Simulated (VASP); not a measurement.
# KTaO3 (Pm-3m) in VASP: single point with LDA

Aim: the single point of KTaO3 with LDA.

All numbers are computed with VASP 6.6.1; they aren't measurements. Logs are shortened: lines on timing, memory, paths and dates and some standing lists are left out, and cuts for length are marked.

### Step 1. The cell of the first run

It takes space group Pm-3m (No. 221, cubic). Conventional cell: a = 4.041 Å, b = 4.041 Å, c = 4.041 Å, α = 90.00°, β = 90.00°, γ = 90.00°. Within 3.8 Å of K (site symmetry m-3m) lie 12 O at 2.86 Å and 8 Ta at 3.50 Å. Within 2.7 Å of Ta (site symmetry m-3m) lie 6 O at 2.02 Å. Within 2.7 Å of O (site symmetry 4/mmm) lie 2 Ta at 2.02 Å.

### Step 2. Single point, LDA (volume scaled by 1.04)

Input file INCAR:

```
PREC = Accurate
ENCUT = 600
EDIFF = 1E-6
ISMEAR = -1
SIGMA = 0.01
LREAL = F
LASPH = T
NELM = 120
ALGO = Normal
ISIF = 2
LWAVE = F
LCHARG = F
GGA = CA
NBANDS = 27
GGA_COMPAT = F
```

Input file KPOINTS:

```
Automatic mesh
0
Gamma
  5 5 5
```

Input file POSCAR:

```
KTaO3
1.0
    4.0407836503      0.0000000000      0.0000000000
    0.0000000000      4.0407836503      0.0000000000
    0.0000000000      0.0000000000      4.0407836503
K Ta O
1 1 3
Direct
    0.5000000000      0.5000000000      0.5000000000
    0.0000000000      0.0000000000      0.0000000000
    0.5000000000      0.0000000000      0.0000000000
    0.0000000000      0.5000000000      0.0000000000
    0.0000000000      0.0000000000      0.5000000000
```

Potentials or basis: VASP PAW LDA potentials, release 64 (K_sv, Ta_pv, O).

Run with:

```sh
$ cat potpaw_LDA.64/K_sv/POTCAR potpaw_LDA.64/Ta_pv/POTCAR potpaw_LDA.64/O/POTCAR > POTCAR
$ mpirun -np 1 vasp_std > vasp.out
```

OUTCAR:

```text
PREC = Accurate
   ENCUT = 600
   EDIFF = 1E-6
   ISMEAR = -1
   LREAL = F
   LASPH = T
   NELM = 120
   ISIF = 2
   GGA = CA

 ion  position               nearest neighbor table
   1  0.500  0.500  0.500-   3 2.86   4 2.86   5 2.86   3 2.86   4 2.86   3 2.86   5 2.86   3 2.86
                             4 2.86   5 2.86   4 2.86   5 2.86   2 3.50   2 3.50   2 3.50   2 3.50
   2  0.000  0.000  0.000-   3 2.02   4 2.02   5 2.02   5 2.02   4 2.02   3 2.02   1 3.50   1 3.50
                             1 3.50   1 3.50   1 3.50   1 3.50   1 3.50   1 3.50
   3  0.500  0.000  0.000-   2 2.02   2 2.02   1 2.86   1 2.86   1 2.86   1 2.86
   4  0.000  0.500  0.000-   2 2.02   2 2.02   1 2.86   1 2.86   1 2.86   1 2.86
   5  0.000  0.000  0.500-   2 2.02   2 2.02   1 2.86   1 2.86   1 2.86   1 2.86

  LATTYP: Found a simple cubic cell.
 ALAT       =     4.0407836503

  Lattice vectors:

 A1 = (   4.0407836503,   0.0000000000,   0.0000000000)
 A2 = (   0.0000000000,   4.0407836503,   0.0000000000)
 A3 = (   0.0000000000,   0.0000000000,   4.0407836503)

Analysis of symmetry for initial positions (statically):
=====================================================================
 Subroutine PRICEL returns:
 Original cell was already a primitive cell.

 Routine SETGRP: Setting up the symmetry group for a
 simple cubic supercell.

 Subroutine GETGRP returns: Found 48 space group operations
 (whereof 48 operations were pure point group operations)
 out of a pool of 48 trial point group operations.

The static configuration has the point symmetry O_h .

Analysis of symmetry for dynamics (positions and initial velocities):
=====================================================================
 Subroutine PRICEL returns:
 Original cell was already a primitive cell.

 Routine SETGRP: Setting up the symmetry group for a
 simple cubic supercell.

 Subroutine GETGRP returns: Found 48 space group operations
 (whereof 48 operations were pure point group operations)
 out of a pool of 48 trial point group operations.

The dynamic configuration has the point symmetry O_h .

 Subroutine INISYM returns: Found 48 space group operations
 (whereof 48 operations are pure point group operations),
 and found     1 'primitive' translations

----------------------------------------------------------------------------------------

                                     Primitive cell

  volume of cell :      65.9776

  direct lattice vectors                    reciprocal lattice vectors
     4.040783650  0.000000000  0.000000000     0.247476749  0.000000000  0.000000000
     0.000000000  4.040783650  0.000000000     0.000000000  0.247476749  0.000000000
     0.000000000  0.000000000  4.040783650     0.000000000  0.000000000  0.247476749

  length of vectors
     4.040783650  4.040783650  4.040783650     0.247476749  0.247476749  0.247476749

  position of ions in fractional coordinates (direct lattice)
     0.500000000  0.500000000  0.500000000
     0.000000000  0.000000000  0.000000000
     0.500000000  0.000000000  0.000000000
     0.000000000  0.500000000  0.000000000
     0.000000000  0.000000000  0.500000000

  ion indices of the primitive-cell ions
   primitive index   ion index
                 1           1
                 2           2
                 3           3
                 4           4
                 5           5

----------------------------------------------------------------------------------------

 KPOINTS: Automatic mesh

Automatic generation of k-mesh.
 Grid dimensions read from file:
 generate k-points for:    5    5    5

 Generating k-lattice:

  Cartesian coordinates                     Fractional coordinates (reciprocal lattice)
     0.049495350  0.000000000  0.000000000     0.200000000  0.000000000  0.000000000
     0.000000000  0.049495350  0.000000000     0.000000000  0.200000000  0.000000000
     0.000000000  0.000000000  0.049495350     0.000000000  0.000000000  0.200000000

  Length of vectors
     0.049495350  0.049495350  0.049495350

  Shift w.r.t. Gamma in fractional coordinates (k-lattice)
     0.000000000  0.000000000  0.000000000

 Subroutine IBZKPT returns following result:
 ===========================================

 Found     10 irreducible k-points:

 Following reciprocal coordinates:
            Coordinates               Weight
  0.000000  0.000000  0.000000      1.000000
  0.200000  0.000000  0.000000      6.000000
  0.400000  0.000000  0.000000      6.000000
  0.200000  0.200000  0.000000     12.000000
  0.400000  0.200000  0.000000     24.000000
  0.400000  0.400000  0.000000     12.000000
  0.200000  0.200000  0.200000      8.000000
  0.400000  0.200000  0.200000     24.000000
  0.400000  0.400000  0.200000     24.000000
  0.400000  0.400000  0.400000      8.000000
   k-points           NKPTS =     10   k-points in BZ     NKDIM =     10   number of bands    NBANDS=     27
   number of dos      NEDOS =    301   number of ions     NIONS =      5
   total plane-waves  NPLWV =  32768
   dimension x,y,z NGX =    32 NGY =   32 NGZ =   32
   dimension x,y,z NGXF=    64 NGYF=   64 NGZF=   64
   ions per type =               1   1   3
   NGX,Y,Z   is equivalent  to a cutoff of  13.17, 13.17, 13.17 a.u.
   NGXF,Y,Z  is equivalent  to a cutoff of  26.33, 26.33, 26.33 a.u.
 SYSTEM =  unknown system
   PREC   = accura    normal or accurate (medium, high low for compatibility)
   ISTART =      0    job   : 0-new  1-cont  2-samecut
   ICHARG =      2    charge: 1-file 2-atom 10-const
   ISPIN  =      1    spin polarized calculation?
   LNONCOLLINEAR =      F non collinear calculations
   LSORBIT =      F    spin-orbit coupling
   LASPH  =      T    aspherical Exc in radial PAW
   ENCUT  =  600.0 eV  44.10 Ry    6.64 a.u.   8.07  8.07  8.07*2*pi/ulx,y,z
   NELM   =    120;   NELMIN=  2; NELMDL= -5     # of ELM steps
   EDIFF  = 0.1E-05   stopping-criterion for ELM
   LREAL  =      F    real-space projection
   EDIFFG = 0.1E-04   stopping-criterion for IOM
   NSW    =      0    number of steps for IOM
   IBRION =     -1    ionic relax: 0-MD 1-quasi-New 2-CG
   NFREE  =      0    steps in history (QN), initial steepest desc. (CG)
   ISIF   =      2    stress and relaxation
   ISYM   =      2    0-nonsym 1-usesym 2-fastsym
   POTIM  = 0.5000    time-step for ionic-motion
   TEBEG  =    0.0;   TEEND  =   0.0 temperature during run
   PSTRESS=    0.0 pullay stress
   NELECT =      38.0000    total number of electrons
   NUPDOWN=      -1.0000    fix difference up-down
   EMIN   =  10.00;   EMAX   =-10.00  energy-range for DOS
   EFERMI =   0.00;   METHOD = LEGACY
   ISMEAR =    -1;   SIGMA  =   0.01  broadening in eV -4-tet -1-fermi 0-gaus
   EFERMI_NEDOS =   21; number of points for ismear=-14 and -15
   IALGO  =     38    algorithm
   IMIX   =      4    mixing-type and parameters
     AMIX     =   0.40;   BMIX     =  1.00
     AMIX_MAG =   1.60;   BMIX_MAG =  1.00
  volume/ion in A,a.u.               =      13.20        89.05
  Fermi-wavevector in a.u.,A,eV,Ry     =   1.362084  2.573965 25.242504  1.855272
  Thomas-Fermi vector in A             =   2.488604
   LORBIT       =      0    0 simple, 1 ext, 2 COOP (PROOUT), +10 PAW based schemes
   GGA     = CA    functional components
   LHFCALC =     F    Hartree Fock is set to
   AEXX    =    0.0000 exact exchange contribution
   IVDW    =     0    specifies the selected vdW correction
   LEPSILON=     F    determine dielectric tensor
   LRPA    =     F    only Hartree local field effects (RPA)
 non-spin polarized calculation
  energy-cutoff  :      600.00
  volume of cell :       65.98
 maximum number of plane-waves:      2230
   NGX = 17   NGY = 17   NGZ = 17

 number of electron      38.0000014 magnetization

 Free energy of the ion-electron system (eV)
  ---------------------------------------------------
  ext. energy  EPLUGINS =         0.00000000
  ---------------------------------------------------
  free energy    TOTEN  =       -44.91857461 eV

  energy without entropy =      -44.91857461  energy(sigma->0) =      -44.91857461

 E-fermi :   1.4716     XC(G=0): -11.2301

 val. band max:        1.1448647866   @ k =   0.4000   0.4000   0.4000
 cond. band min:       3.1901755893   @ k =   0.0000   0.0000   0.0000
 fundamental gap:      2.0453108027
 Fermi energy:         1.4716349949

 k-point     1 :       0.0000    0.0000    0.0000
  band No.  band energies     occupation
      1     -32.8352      2.00000
      2     -32.8352      2.00000
      3     -32.8352      2.00000
      4     -25.6506      2.00000
      5     -15.8623      2.00000
      6     -15.1362      2.00000
[... 19 lines left out ...]
     26       9.0178      0.00000
     27       9.0178      0.00000

 k-point     2 :       0.2000    0.0000    0.0000
  band No.  band energies     occupation
      1     -32.8611      2.00000
      2     -32.8342      2.00000
      3     -32.8342      2.00000
      4     -25.6419      2.00000
      5     -15.7768      2.00000
      6     -15.1284      2.00000
[... 19 lines left out ...]
     26       9.4809      0.00000
     27       9.6069      0.00000

 k-point     3 :       0.4000    0.0000    0.0000
  band No.  band energies     occupation
      1     -32.9025      2.00000
      2     -32.8326      2.00000
      3     -32.8326      2.00000
      4     -25.6280      2.00000
      5     -15.7447      2.00000
      6     -15.1158      2.00000
[... 19 lines left out ...]
     26      10.2888      0.00000
     27      11.4243      0.00000

 k-point     4 :       0.2000    0.2000    0.0000
  band No.  band energies     occupation
      1     -32.8602      2.00000
      2     -32.8597      2.00000
      3     -32.8332      2.00000
      4     -25.6347      2.00000
      5     -15.6466      2.00000
      6     -14.9904      2.00000
[... 19 lines left out ...]
     26       9.8966      0.00000
     27      10.0897      0.00000
[... 96 lines left out ...]
      4     -25.6179      2.00000
      5     -15.3104      2.00000
      6     -14.8589      2.00000
[... 19 lines left out ...]
     26      10.9600      0.00000
     27      11.6974      0.00000

 k-point     9 :       0.4000    0.4000    0.2000
  band No.  band energies     occupation
      1     -32.8981      2.00000
      2     -32.8979      2.00000
      3     -32.8554      2.00000
      4     -25.6098      2.00000
      5     -15.0774      2.00000
      6     -14.4707      2.00000
[... 19 lines left out ...]
     26      11.2264      0.00000
     27      11.7646      0.00000

 k-point    10 :       0.4000    0.4000    0.4000
  band No.  band energies     occupation
      1     -32.8963      2.00000
      2     -32.8961      2.00000
      3     -32.8961      2.00000
      4     -25.6018      2.00000
      5     -14.5045      2.00000
      6     -14.3918      2.00000
[... 19 lines left out ...]
     26      11.9614      0.00000
     27      12.7193      0.00000

------------------------ aborting loop because EDIFF is reached ----------------------------------------

  FORCE on cell =-STRESS in cart. coord.  units (eV):
  Direction    XX          YY          ZZ          XY          YZ          ZX
  --------------------------------------------------------------------------------------
  -------------------------------------------------------------------------------------
  Total       -4.8157957     -4.8157957     -4.8157957      0.0000000     -0.0000000      0.0000000
  in kB     -116.9450501   -116.9450501   -116.9450501      0.0000000     -0.0000000      0.0000000
  external PRESSURE =    -116.9450501 kB  Pullay stress =       0.0000000 kB

 VOLUME and BASIS-vectors are now :
 -----------------------------------------------------------------------------
  energy-cutoff  :      600.00
  volume of cell :       65.98
      direct lattice vectors                 reciprocal lattice vectors
     4.040783650  0.000000000  0.000000000     0.247476749  0.000000000  0.000000000
     0.000000000  4.040783650  0.000000000     0.000000000  0.247476749  0.000000000
     0.000000000  0.000000000  4.040783650     0.000000000  0.000000000  0.247476749

 POSITION                                       TOTAL-FORCE (eV/Angst)
 -----------------------------------------------------------------------------------
      2.02039      2.02039      2.02039         0.000000      0.000000      0.000000
      0.00000      0.00000      0.00000         0.000000      0.000000      0.000000
      2.02039      0.00000      0.00000         0.000000      0.000000      0.000000
      0.00000      2.02039      0.00000         0.000000      0.000000      0.000000
      0.00000      0.00000      2.02039         0.000000      0.000000      0.000000
 -----------------------------------------------------------------------------------
    total drift:                                0.000000      0.000000     -0.000000

  FREE ENERGIE OF THE ION-ELECTRON SYSTEM (eV)
  ---------------------------------------------------
  free  energy   TOTEN  =       -44.9185746061 eV

  energy  without entropy=      -44.9185746061  energy(sigma->0) =      -44.91857461
```

It took 17 s on 1 thread of Intel Xeon Platinum 8488C (Sapphire Rapids), shared host; peak memory 0.16 GiB.

What came out:

| Quantity | Value |
| --- | --- |
| Free energy | -44.9186 eV |
| Pressure | -11.7 GPa |
| Band gap on the k mesh | 2.05 eV, indirect (least direct gap 2.58 eV) |

Caveat: spin-orbit coupling is left out, which moves the levels of the heavy elements. A k mesh can miss the band edges.
